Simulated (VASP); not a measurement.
Crystal: H.

```
H
1.0
     1.64853   -2.73169    0.00000
     1.64853    2.73169    0.00000
     0.00000    0.00000    6.31377
H
4
Direct
  0.56781 0.43219 0.99951
  0.43219 0.56781 0.00049
  0.43219 0.56781 0.49951
  0.56781 0.43219 0.50049
```

Base run:

```yaml
Program: VASP 6.6.1
Functional: r2SCAN
Potentials_or_basis: VASP PAW PBE potentials, release 64 (H)
Cutoff: 520 eV
k_mesh: 6 × 6 × 4, shifted
Occupations: gaussian, width 0.02 eV
Spin: no spin polarisation
```

Its results: pressure 0.1 GPa; largest force 0.010 eV/Å.

Task: The run is repeated on the same cell with these changes: k mesh from 6 × 6 × 4, shifted to 1 × 1 × 1, through Γ. What comes out?

Result: Pressure -12.8 GPa; largest force 2.671 eV/Å.

Caveats: some runs use coarse meshes; the PAW data sets were made with another functional, which shifts forces and pressure a little.
